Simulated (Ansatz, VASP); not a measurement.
## ZnS: VASP beside Ansatz

```
CELL_PARAMETERS angstrom
0.00000 2.92102 2.59646
2.92102 0.00000 2.59646
2.92102 2.92102 0.00000
ATOMIC_POSITIONS crystal
Zn 0.00000 0.00000 0.00000
S 0.75000 0.75000 0.75000
```

Change from the starting cell: strain +0.080 along x and y, -0.040 along z, atoms carried along.

Alike in both runs: task single point; functional PBE; k mesh 10 × 10 × 10; occupations gaussian, width 0.05 eV; no spin polarisation.

|  | VASP | Ansatz |
| --- | --- | --- |
| version | VASP 6.6.1 | Ansatz 0.2.0 |
| potentials or method | VASP PAW PBE potentials, release 64 (Zn, S), cutoff 520 eV | scalar-relativistic, plane waves, PAW |
| valence electrons in the cell | 18 | 18 |

```tsv
	VASP	Ansatz	Ansatz less VASP
gap on the k mesh at the Fermi level (eV)	1.38	1.38	-0.002
least direct gap on the mesh (eV)	1.38	1.38	-0.002
pressure (GPa)	-5.4	-5.5	-0.08
traceless stress, the component that is largest in VASP (GPa)	2.78	2.79	+0.016
```

With one functional, cell and mesh, what is left measures potentials, basis and numerics.
